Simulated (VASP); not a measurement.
Input of a VASP 6.6.1 run:

The input INCAR:

```
SYSTEM = HgF3
PREC = Accurate
ENCUT = 520
EDIFF = 1E-7
ISMEAR = 0
SIGMA = 0.1
LREAL = .FALSE.
LASPH = .TRUE.
NELM = 80
ALGO = Normal
ISIF = 2
LWAVE = .FALSE.
LCHARG = .FALSE.
GGA = PE
NBANDS = 24
```

File KPOINTS:

```
regular mesh
0
G
  12 12 12
  0 0 0
```

Contents of POSCAR:

```
HgF3
1.0
    0.0000000000      2.8631710000      2.8631710000
    2.8631710000      0.0000000000      2.8631710000
    2.8631710000      2.8631710000      0.0000000000
Hg F
1 3
Direct
    0.0000000000      0.0000000000      0.0000000000
    0.2500000000      0.2500000000      0.2500000000
    0.7500000000      0.7500000000      0.7500000000
    0.5000000000      0.5000000000      0.5000000000
```

Potentials or basis: VASP PAW PBE potentials, release 64 (Hg, F).

Launch:

```console
$ cat potpaw_PBE.64/Hg/POTCAR potpaw_PBE.64/F/POTCAR > POTCAR
$ mpirun -np 1 vasp_std > vasp.out
```

Q: Estimate the pressure.

A: 1.5 GPa.

Caveat: an odd number of electrons without spin polarisation forces a metal; a magnetic or distorted state may lie lower.
